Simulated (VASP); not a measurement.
A run of VASP 6.6.1 is set up as follows.

File INCAR:

```
SYSTEM = ZnO
PREC     = Accurate       ! precision mode
ENCUT    = 600            ! plane-wave cutoff, eV
EDIFF    = 1E-6           ! SCF threshold, eV
ISMEAR   = -1             ! smearing method
SIGMA    = 0.05           ! smearing width, eV
LREAL    = .FALSE.        ! projectors in reciprocal space
LASPH    = .TRUE.         ! aspherical terms in the spheres
NELM     = 80             ! most SCF steps
ALGO     = Normal         ! electronic algorithm
ISIF     = 3              ! what is computed and relaxed
LWAVE    = .FALSE.        ! write WAVECAR
LCHARG   = .FALSE.        ! write CHGCAR
GGA      = PS             ! functional
IBRION   = 2              ! ionic algorithm
NSW      = 80             ! ionic steps
EDIFFG   = -0.005         ! ionic threshold
```

KPOINTS

```
Automatic mesh
0
G
  9 9 5
  0 0 0
```

POSCAR

```
ZnO
1.0
    3.2493080000      0.0000000000      0.0000000000
   -1.6246540000      2.8139832727      0.0000000000
    0.0000000000      0.0000000000      5.2057090000
Zn O
2 2
Direct
    0.6666666667      0.3333333333      0.0000000000
    0.3333333333      0.6666666667      0.5000000000
    0.3333333333      0.6666666667      0.8790100000
    0.6666666667      0.3333333333      0.3790100000
```

Potentials or basis: VASP PAW PBE potentials, release 64 (Zn, O).

Launch:

```sh
$ cat potpaw_PBE.64/Zn/POTCAR potpaw_PBE.64/O/POTCAR > POTCAR
$ mpirun -np 1 vasp_std > vasp.out
```

Problem. Predict the space group after relaxing (to 0.1 Å).

Solution. P6_3mc (No. 186).

Problem. Predict the relaxed cell.

Solution. a = 3.236 Å, b = 3.236 Å, c = 5.222 Å, α = 90.00°, β = 90.00°, γ = 120.00°.

Final structure:
```cif
data_structure
_symmetry_space_group_name_H-M 'P 1'
_symmetry_Int_Tables_number 1
_cell_length_a 3.2359
_cell_length_b 3.2359
_cell_length_c 5.2223
_cell_angle_alpha 90.000
_cell_angle_beta 90.000
_cell_angle_gamma 120.000
_cell_volume 47.36
loop_
_atom_site_label
_atom_site_type_symbol
_atom_site_fract_x
_atom_site_fract_y
_atom_site_fract_z
_atom_site_occupancy
Zn1 Zn 0.66667 0.33333 0.00003 1
Zn2 Zn 0.33333 0.66667 0.50003 1
O1 O 0.33333 0.66667 0.87898 1
O2 O 0.66667 0.33333 0.37898 1
```
